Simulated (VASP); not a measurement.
# CaSe (I4/mmm) in VASP: further runs

CaSe is run at these levels: PBE; tasks: single point.

All numbers are computed with VASP 6.6.1; they aren't measurements. Logs are shortened: lines on timing, memory, paths and dates and some standing lists are left out, and cuts for length are marked.

## Step 1: The cell of the first run

The structure is tetragonal, space group I4/mmm (No. 139). The conventional cell has a = 4.134 Å, b = 4.134 Å, c = 5.965 Å, α = 90.00°, β = 90.00°, γ = 90.00°. Within 3.8 Å of Ca (site symmetry 4/mmm) lie 6 Se at 2.92 to 2.98 Å. Within 3.8 Å of Se (site symmetry 4/mmm) lie 6 Ca at 2.92 to 2.98 Å.

## Step 2: Single point, PBE (epitaxial xy strain -1.5%)

INCAR reads:

```
  PREC = Accurate
  ENCUT = 520
  EDIFF = 1E-6
  ISMEAR = -1
  SIGMA = 0.02
  LREAL = False
  LASPH = True
  NELM = 60
  ALGO = Normal
  ISIF = 2
  LWAVE = False
  LCHARG = False
  GGA = PE
  NBANDS = 15
```

KPOINTS reads:

```
regular mesh
0
Gamma
  8 8 8
```

POSCAR reads:

```
CaSe
1.0
    0.0000000000      2.9230220822      2.9826959254
    2.9230220822      0.0000000000      2.9826959254
    2.9230220822      2.9230220822      0.0000000000
Ca Se
1 1
Direct
    0.0000000000      0.0000000000      0.0000000000
    0.5000000000      0.5000000000      0.5000000000
```

Potentials or basis: VASP PAW PBE potentials, release 64 (Ca_sv, Se).

The run is started by

```sh
$ cat potpaw_PBE.64/Ca_sv/POTCAR potpaw_PBE.64/Se/POTCAR > POTCAR
$ mpirun -np 1 vasp_std > vasp.out
```

OUTCAR:

```text
PREC = Accurate
   ENCUT = 520
   EDIFF = 1E-6
   ISMEAR = -1
   LREAL = False
   LASPH = True
   NELM = 60
   ISIF = 2
   GGA = PE

 ion  position               nearest neighbor table
   1  0.000  0.000  0.000-   2 2.92   2 2.92   2 2.92   2 2.92   2 2.98   2 2.98
   2  0.500  0.500  0.500-   1 2.92   1 2.92   1 2.92   1 2.92   1 2.98   1 2.98

  LATTYP: Found a body centered tetragonal cell.
 ALAT       =     4.1337774718
 C/A-ratio  =     1.4430849003

  Lattice vectors:

 A1 = (  -2.9230220822,   0.0000000000,   2.9826959254)
 A2 = (   2.9230220822,   0.0000000000,   2.9826959254)
 A3 = (   0.0000000000,   2.9230220822,  -2.9826959254)

Analysis of symmetry for initial positions (statically):
=====================================================================
 Subroutine PRICEL returns:
 Original cell was already a primitive cell.

 Routine SETGRP: Setting up the symmetry group for a
 body centered tetragonal supercell.

 Subroutine GETGRP returns: Found 16 space group operations
 (whereof 16 operations were pure point group operations)
 out of a pool of 16 trial point group operations.

The static configuration has the point symmetry D_4h.

Analysis of symmetry for dynamics (positions and initial velocities):
=====================================================================
 Subroutine PRICEL returns:
 Original cell was already a primitive cell.

 Routine SETGRP: Setting up the symmetry group for a
 body centered tetragonal supercell.

 Subroutine GETGRP returns: Found 16 space group operations
 (whereof 16 operations were pure point group operations)
 out of a pool of 16 trial point group operations.

The dynamic configuration has the point symmetry D_4h.

 Subroutine INISYM returns: Found 16 space group operations
 (whereof 16 operations are pure point group operations),
 and found     1 'primitive' translations

----------------------------------------------------------------------------------------

                                     Primitive cell

  volume of cell :      50.9687

  direct lattice vectors                    reciprocal lattice vectors
     0.000000000  2.923022082  2.982695925    -0.171055841  0.171055841  0.167633581
     2.923022082  0.000000000  2.982695925     0.171055841 -0.171055841  0.167633581
     2.923022082  2.923022082  0.000000000     0.171055841  0.171055841 -0.167633581

  length of vectors
     4.176186427  4.176186427  4.133777472     0.294314830  0.294314830  0.294314830

  position of ions in fractional coordinates (direct lattice)
     0.000000000  0.000000000  0.000000000
     0.500000000  0.500000000  0.500000000

  ion indices of the primitive-cell ions
   primitive index   ion index
[... 87 lines left out ...]
   EMIN   =  10.00;   EMAX   =-10.00  energy-range for DOS
   EFERMI =   0.00;   METHOD = LEGACY
   ISMEAR =    -1;   SIGMA  =   0.02  broadening in eV -4-tet -1-fermi 0-gaus
   EFERMI_NEDOS =   21; number of points for ismear=-14 and -15
   IALGO  =     38    algorithm
   IMIX   =      4    mixing-type and parameters
     AMIX     =   0.40;   BMIX     =  1.00
     AMIX_MAG =   1.60;   BMIX_MAG =  1.00
  volume/ion in A,a.u.               =      25.48       171.98
  Fermi-wavevector in a.u.,A,eV,Ry     =   1.112621  2.102548 16.842987  1.237925
  Thomas-Fermi vector in A             =   2.249197
   LORBIT       =      0    0 simple, 1 ext, 2 COOP (PROOUT), +10 PAW based schemes
   GGA     = PE    functional components
   LHFCALC =     F    Hartree Fock is set to
   AEXX    =    0.0000 exact exchange contribution
   IVDW    =     0    specifies the selected vdW correction
   LEPSILON=     F    determine dielectric tensor
   LRPA    =     F    only Hartree local field effects (RPA)
 non-spin polarized calculation
  energy-cutoff  :      520.00
  volume of cell :       50.97
 maximum number of plane-waves:      1391
   NGX = 15   NGY = 15   NGZ = 15

 number of electron      15.9999999 magnetization

 Free energy of the ion-electron system (eV)
  ---------------------------------------------------
  ext. energy  EPLUGINS =         0.00000000
  ---------------------------------------------------
  free energy    TOTEN  =        -9.46809323 eV

  energy without entropy =       -9.46809323  energy(sigma->0) =       -9.46809323

 E-fermi :   3.0406     XC(G=0):  -9.2187

 val. band max:        2.5559348775   @ k =   0.0000   0.0000   0.0000
 cond. band min:       4.5362213935   @ k =   0.5000   0.0000   0.5000
 fundamental gap:      1.9802865160
 Fermi energy:         3.0405551701

 k-point     1 :       0.0000    0.0000    0.0000
  band No.  band energies     occupation
      1     -37.1495      2.00000
      2     -18.1501      2.00000
      3     -18.1449      2.00000
      4     -18.1449      2.00000
      5      -9.3014      2.00000
      6       2.5437      2.00000
      7       2.5559      2.00000
      8       2.5559      2.00000
      9       5.9515      0.00000
     10       6.1635      0.00000
     11       6.2988      0.00000
     12       6.2988      0.00000
     13       6.8291      0.00000
     14       6.8717      0.00000
[... 401 lines left out ...]
      2     -18.2364      2.00000
      3     -18.1624      2.00000
      4     -18.1561      2.00000
      5      -8.7497      2.00000
      6      -0.1370      2.00000
      7       1.3851      2.00000
      8       1.5868      2.00000
      9       6.2225      0.00000
     10       7.6242      0.00000
     11       7.7963      0.00000
     12       8.3799      0.00000
     13       8.5468      0.00000
     14       9.9691      0.00000
     15      11.3299      0.00000

 [... further k-points ...]

------------------------ aborting loop because EDIFF is reached ----------------------------------------

  FORCE on cell =-STRESS in cart. coord.  units (eV):
  Direction    XX          YY          ZZ          XY          YZ          ZX
  --------------------------------------------------------------------------------------
  -------------------------------------------------------------------------------------
  Total        0.8949305      0.8949305      0.2501895      0.0000000      0.0000000     -0.0000000
  in kB       28.1317476     28.1317476      7.8645988      0.0000000      0.0000000     -0.0000000
  external PRESSURE =      21.3760313 kB  Pullay stress =       0.0000000 kB

 VOLUME and BASIS-vectors are now :
 -----------------------------------------------------------------------------
  energy-cutoff  :      520.00
  volume of cell :       50.97
      direct lattice vectors                 reciprocal lattice vectors
     0.000000000  2.923022082  2.982695925    -0.171055841  0.171055841  0.167633581
     2.923022082  0.000000000  2.982695925     0.171055841 -0.171055841  0.167633581
     2.923022082  2.923022082  0.000000000     0.171055841  0.171055841 -0.167633581

 POSITION                                       TOTAL-FORCE (eV/Angst)
 -----------------------------------------------------------------------------------
      0.00000      0.00000      0.00000        -0.000000      0.000000     -0.000000
      2.92302      2.92302      2.98270         0.000000     -0.000000      0.000000
 -----------------------------------------------------------------------------------
    total drift:                                0.000000     -0.000000     -0.000000

  FREE ENERGIE OF THE ION-ELECTRON SYSTEM (eV)
  ---------------------------------------------------
  free  energy   TOTEN  =        -9.4680932258 eV

  energy  without entropy=       -9.4680932258  energy(sigma->0) =       -9.46809323
```

OSZICAR:

```text
N       E                     dE             d eps       ncg     rms          rms(c)
DAV:   1     0.108660527573E+03    0.10866E+03   -0.74589E+03  1770   0.988E+02
DAV:   2    -0.507253026217E+01   -0.11373E+03   -0.10831E+03  2190   0.247E+02
DAV:   3    -0.939476774264E+01   -0.43222E+01   -0.42819E+01  2477   0.459E+01
DAV:   4    -0.960735095821E+01   -0.21258E+00   -0.21250E+00  2395   0.844E+00
DAV:   5    -0.960869053439E+01   -0.13396E-02   -0.13395E-02  2476   0.724E-01    0.424E+00
DAV:   6    -0.947303351716E+01    0.13566E+00   -0.17528E-01  2043   0.224E+00    0.253E+00
DAV:   7    -0.946424302335E+01    0.87905E-02   -0.96886E-02  2298   0.199E+00    0.802E-01
DAV:   8    -0.946787673425E+01   -0.36337E-02   -0.11161E-02  1847   0.813E-01    0.115E-01
DAV:   9    -0.946796540283E+01   -0.88669E-04   -0.58346E-04  2304   0.251E-01    0.450E-02
DAV:  10    -0.946807677144E+01   -0.11137E-03   -0.14390E-04  1987   0.750E-02    0.159E-02
DAV:  11    -0.946809414279E+01   -0.17371E-04   -0.39120E-05  2092   0.553E-02    0.889E-03
DAV:  12    -0.946809322582E+01    0.91697E-06   -0.19030E-06  2176   0.112E-02
   1 F= -.94680932E+01 E0= -.94680932E+01  d E =-.150881E-12
```

stdout:

```text
POSCAR found type information on POSCAR CaSe
 POSCAR found :  2 types and       2 ions
 scaLAPACK will be used
 LDA part: xc-table for (Slater+PW92), standard interpolation
 POSCAR, INCAR and KPOINTS ok, starting setup
 FFT: planning ... GRIDC
 FFT: planning ... GRID_SOFT
 FFT: planning ... GRID
 WAVECAR not read
 entering main loop
```

Run time: 42 s. Hardware: 1 thread of Intel Xeon 8259CL, shared host; peak memory 0.2 GiB.

What came out:

* Free energy: -9.4681 eV
* Pressure: 2.1 GPa
* Band gap on the k mesh: 1.98 eV (least direct gap 2.89 eV)

Caveat: the cell differs from its parent crystal (epitaxial xy strain -1.5%). A k mesh can miss the band edges.

## Step 3: Single point, PBE (uniaxial z strain +1.5%)

INCAR reads:

```
PREC     = Accurate       # precision mode
ENCUT    = 520            # plane-wave cutoff, eV
EDIFF    = 1E-6           # SCF threshold, eV
ISMEAR   = -1             # smearing method
SIGMA    = 0.02           # smearing width, eV
LREAL    = False          # projectors in reciprocal space
LASPH    = True           # aspherical terms in the spheres
NELM     = 60             # most SCF steps
ALGO     = Normal         # electronic algorithm
ISIF     = 2              # what is computed and relaxed
LWAVE    = False          # write WAVECAR
LCHARG   = False          # write CHGCAR
GGA      = PE             # functional
NBANDS   = 15             # bands
```

KPOINTS reads:

```
Automatic mesh
0
Gamma
  8 8 8
```

POSCAR reads:

```
CaSe
1.0
    0.0000000000      2.9675351088      3.0120481354
    2.9675351088      0.0000000000      3.0120481354
    2.9675351088      2.9675351088      0.0000000000
Ca Se
1 1
Direct
    0.0000000000      0.0000000000      0.0000000000
    0.5000000000      0.5000000000      0.5000000000
```

Potentials or basis: VASP PAW PBE potentials, release 64 (Ca_sv, Se).

The run is started by

```sh
$ cat potpaw_PBE.64/Ca_sv/POTCAR potpaw_PBE.64/Se/POTCAR > POTCAR
$ mpirun -np 1 vasp_std > vasp.out
```

OUTCAR:

```text
PREC = Accurate
   ENCUT = 520
   EDIFF = 1E-6
   ISMEAR = -1
   LREAL = False
   LASPH = True
   NELM = 60
   ISIF = 2
   GGA = PE

 ion  position               nearest neighbor table
   1  0.000  0.000  0.000-   2 2.97   2 2.97   2 2.97   2 2.97
   2  0.500  0.500  0.500-   1 2.97   1 2.97   1 2.97   1 2.97

  LATTYP: Found a body centered tetragonal cell.
 ALAT       =     4.1967283977
 C/A-ratio  =     1.4354267658

  Lattice vectors:

[... 615 lines left out ...]

 [... further k-points ...]

------------------------ aborting loop because EDIFF is reached ----------------------------------------

  FORCE on cell =-STRESS in cart. coord.  units (eV):
  Direction    XX          YY          ZZ          XY          YZ          ZX
  --------------------------------------------------------------------------------------
  -------------------------------------------------------------------------------------
  Total        0.1462619      0.1462619     -0.2619327      0.0000000      0.0000000      0.0000000
  in kB        4.4173132      4.4173132     -7.9107322      0.0000000      0.0000000      0.0000000
  external PRESSURE =       0.3079647 kB  Pullay stress =       0.0000000 kB

 VOLUME and BASIS-vectors are now :
 -----------------------------------------------------------------------------
  energy-cutoff  :      520.00
  volume of cell :       53.05
      direct lattice vectors                 reciprocal lattice vectors
     0.000000000  2.967535109  3.012048135    -0.168490003  0.168490003  0.166000003
     2.967535109  0.000000000  3.012048135     0.168490003 -0.168490003  0.166000003
     2.967535109  2.967535109  0.000000000     0.168490003  0.168490003 -0.166000003

 POSITION                                       TOTAL-FORCE (eV/Angst)
 -----------------------------------------------------------------------------------
      0.00000      0.00000      0.00000        -0.000000      0.000000     -0.000000
      2.96754      2.96754      3.01205         0.000000     -0.000000      0.000000
 -----------------------------------------------------------------------------------
    total drift:                                0.000000     -0.000000     -0.000000

  FREE ENERGIE OF THE ION-ELECTRON SYSTEM (eV)
  ---------------------------------------------------
  free  energy   TOTEN  =        -9.4839225582 eV

  energy  without entropy=       -9.4839225582  energy(sigma->0) =       -9.48392256
```

OSZICAR:

```text
N       E                     dE             d eps       ncg     rms          rms(c)
DAV:   1     0.107792620605E+03    0.10779E+03   -0.74854E+03  1770   0.978E+02
DAV:   2    -0.497885053427E+01   -0.11277E+03   -0.10684E+03  2225   0.242E+02
DAV:   3    -0.940517409984E+01   -0.44263E+01   -0.43897E+01  2434   0.460E+01
DAV:   4    -0.962809944630E+01   -0.22293E+00   -0.22279E+00  2445   0.853E+00
DAV:   5    -0.962949663480E+01   -0.13972E-02   -0.13971E-02  2377   0.740E-01    0.426E+00
DAV:   6    -0.948636123888E+01    0.14314E+00   -0.19375E-01  2064   0.231E+00    0.252E+00
DAV:   7    -0.947955121809E+01    0.68100E-02   -0.99606E-02  2318   0.198E+00    0.823E-01
DAV:   8    -0.948368540168E+01   -0.41342E-02   -0.12277E-02  1840   0.840E-01    0.119E-01
DAV:   9    -0.948377955767E+01   -0.94156E-04   -0.66341E-04  2320   0.255E-01    0.488E-02
DAV:  10    -0.948390400812E+01   -0.12445E-03   -0.16534E-04  1952   0.794E-02    0.154E-02
DAV:  11    -0.948392418145E+01   -0.20173E-04   -0.46258E-05  2078   0.586E-02    0.106E-02
DAV:  12    -0.948392299095E+01    0.11905E-05   -0.24439E-06  2163   0.116E-02    0.477E-03
DAV:  13    -0.948392255818E+01    0.43278E-06   -0.85576E-07  1361   0.616E-03
   1 F= -.94839226E+01 E0= -.94839226E+01  d E =-.142444E-11
```

Wall time 46 s (1 thread of Intel Xeon 8259CL, shared host); peak memory 0.2 GiB.

What came out:

* Free energy: -9.4839 eV
* Pressure: 0.0 GPa
* Band gap on the k mesh: 2.08 eV (least direct gap 2.96 eV)

Levels at points of the mesh, in eV from the valence-band top:
| k point | band 6 | band 7 | band 8 | band 9 | band 10 | band 11 |
| --- | --- | --- | --- | --- | --- | --- |
| (0.00, 0.00, 0.00) | 0.00 | 0.00 | 0.00 | 3.20 | 3.65 | 3.74 |
| (0.50, 0.00, 0.00) | -3.19 | -1.15 | -1.15 | 4.47 | 5.41 | 5.43 |
| (0.50, 0.50, 0.00) | -2.48 | -0.88 | -0.88 | 2.08 | 4.96 | 4.98 |
| (0.50, 0.00, 0.50) | -2.44 | -0.95 | -0.91 | 2.08 | 4.90 | 5.03 |

Caveat: the cell differs from its parent crystal (uniaxial z strain +1.5%). A k mesh can miss the band edges.
